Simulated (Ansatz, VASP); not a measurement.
**Bi: VASP beside Ansatz**

INCAR

```
SYSTEM = Bi
ALGO     = Normal         ! electronic algorithm
EDIFF    = 1E-6           ! SCF threshold, eV
ENCUT    = 520            ! plane-wave cutoff, eV
GGA      = PS             ! functional
GGA_COMPAT= .False.      
ISIF     = 2              ! what is computed and relaxed
ISMEAR   = 0              ! smearing method
LASPH    = .True.         ! aspherical terms in the spheres
LCHARG   = .True.         ! write CHGCAR
LNONCOLLINEAR= .True.         ! non-collinear magnetism
LORBIT   = 11             ! projections on sites
LORBMOM  = .True.       
LREAL    = .False.        ! projectors in reciprocal space
LSORBIT  = .True.         ! spin-orbit coupling
LVHAR    = .True.       
LWAVE    = .False.        ! write WAVECAR
MAGMOM   = 0 0 0 0 0 0    ! initial moments
NBANDS   = 42             ! bands
NELM     = 150            ! most SCF steps
PREC     = Accurate       ! precision mode
SIGMA    = 0.05           ! smearing width, eV
```

KPOINTS

```
k-points
0
Gamma
  6 6 6
  0 0 0
```

The input POSCAR:

```
Bi
1.0
    2.2451776794      1.2962539376      3.8908265807
   -2.2451776794      1.2962539376      3.8908265807
    0.0000000000     -2.5925078752      3.8908265807
Bi
2
Direct
    0.2351433769      0.2351433769      0.2351433769
    0.7648566231      0.7648566231      0.7648566231
```

Input for Ansatz:

```yaml
crystal:
  lattice:
    - [2.2451776794, 1.2962539376, 3.8908265807]
    - [-2.2451776794, 1.2962539376, 3.8908265807]
    - [0.0, -2.5925078752, 3.8908265807]
  atoms:
    - { symbol: Bi, position: [0.2351433769, 0.2351433769, 0.2351433769] }
    - { symbol: Bi, position: [0.7648566231, 0.7648566231, 0.7648566231] }
basis:
  ecutwfc: 420
  ecutrho_ratio: 4
kpoints:
  mp_grid: { grid: [6, 6, 6] }
hamiltonian:
  xc: pbesol
scf:
  occupations: { method: gaussian, width: 0.05 }
output:
  forces: true
  stress: true
  eigenvalues: true
  populations: true
  topological_invariants: true
magnetization:
  noncollinear: true
  spin_orbit: true
```

Alike in both runs: task single point; functional PBEsol; k mesh 6 × 6 × 6; occupations gaussian, width 0.05 eV; non-collinear spin, spin-orbit coupling.

```csv
,VASP,Ansatz
version,VASP 6.6.1,Ansatz 0.2.0
potentials or method,"VASP PAW PBE potentials, release 64 (Bi_d), cutoff 520 eV","plane waves, PAW"
valence electrons in the cell,30,30
```

|  | VASP | Ansatz | Ansatz less VASP |
| --- | --- | --- | --- |
| pressure (GPa) | 1.8 | 2.0 | +0.14 |
| traceless stress, the component that is largest in VASP (GPa) | -0.27 | -0.27 | 0.000 |
| rms of the force components (eV/Å) | 0.034 | 0.024 | -0.0095 |

VASP's potentials were made for PBE, not for PBEsol. Atom by atom the forces differ by 0.010 eV/Å (rms over components). With one functional, cell and mesh, what is left measures potentials, basis and numerics.
